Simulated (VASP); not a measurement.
The system is Be7S.

```
Be S
1.0
     2.28099    1.31693    3.94109
    -2.28099    1.31693    3.94109
     0.00000   -2.63386    3.94109
Be S
7 1
Direct
  0.12924 0.47235 0.07105
  0.07105 0.12924 0.47235
  0.47235 0.07105 0.12924
  0.87076 0.52765 0.92895
  0.92895 0.87076 0.52765
  0.52765 0.92895 0.87076
  0.00000 0.00000 0.00000
  0.50000 0.50000 0.50000
```

The cell was generated, and may not be a known phase.

| Quantity | Value |
| --- | --- |
| Program | VASP 6.6.1 |
| Task | relaxation of cell and atoms |
| Functional | PBE |
| Potentials or basis | VASP PAW PBE potentials, release 64 (Be, S) |
| Cutoff | 600 eV |
| k mesh | 4 × 4 × 4 |
| Occupations | gaussian, width 0.2 eV |
| Spin | no spin polarisation |

At the start: pressure 56.0 GPa; volume 8.88 Å³/atom.

How do energy, volume and symmetry change on relaxing?

Over 31 steps the energy falls by 1757.0 meV/atom and the volume is 11.28 Å³/atom (+27.1 %); space group R-3 (No. 148, to 0.1 Å) before and after.

The path:
```
step  energy change (eV)  largest force (eV/Å)  pressure (GPa)  volume (Å³)
   1              0.0000                7.4787           55.96        71.03
   2             -9.8163                1.1210           -8.33       107.87
   3             -9.8169                1.2925           -6.61       104.52
   4            -10.5744                1.1148           -4.27        97.79
   5            -11.2412                1.0211            9.63        81.87
   6            -11.3040                0.8426            4.30        86.13
   7            -11.3118                0.8595            5.54        85.02
   8            -11.8428                0.7469            3.87        86.36
   9            -12.0709                0.9493            2.22        88.04
  10            -12.4795                0.5301           -1.84        92.09
  11            -12.6251                0.4501           -4.26        95.80
  12            -12.9225                1.0491            0.86        90.15
  13            -12.9376                1.3139            2.57        88.64
  14            -13.0790                1.3608            3.52        87.48
  15            -13.4165                1.3486            7.05        83.91
  16            -12.1404                1.2856           21.89        76.44
  17            -13.4128                1.3911            8.06        83.10
  18            -13.7439                0.4482            5.23        84.88
  19            -13.7904                0.4317            4.20        85.85
  20            -13.8678                0.3238            2.11        87.65
  21            -13.9177                0.2080           -2.42        92.37
  22            -13.9241                0.2101           -1.41        91.20
  23            -13.9425                0.1954           -1.07        90.73
  24            -13.9711                0.1907            0.01        89.32
  25            -13.9715                0.1989            0.18        89.10
  26            -13.9861                0.1708            0.36        88.98
  27            -14.0167                0.1336            0.91        88.64
  28            -14.0247                0.3325            1.97        87.96
  29            -14.0292                0.2391            1.61        88.20
  30            -14.0405                0.1734            1.18        88.72
  31            -14.0559                0.0750           -0.05        90.27
```

Final structure:
```
Be S
1.0
     2.10782    1.21695    5.86548
    -2.10782    1.21695    5.86548
     0.00000   -2.43391    5.86548
Be S
7 1
Cartesian
  -0.0969 -1.2530 10.6047
  1.1336 0.5426 10.6047
  -1.0367 0.7104 10.6047
  0.0969 1.2530 6.9917
  -1.1336 -0.5426 6.9917
  1.0367 -0.7104 6.9917
  0.0000 0.0000 0.0000
  0.0000 0.0000 8.7982
```

Caveat: the k points lie up to 0.44 Å⁻¹ apart in the final cell, too coarse for converged energies and pressures of a metal; the volume moved by over 15 % at a fixed basis, so the end points are rough; the relaxation stopped at a loose force limit of 0.08 eV/Å, so its end isn't a converged minimum.
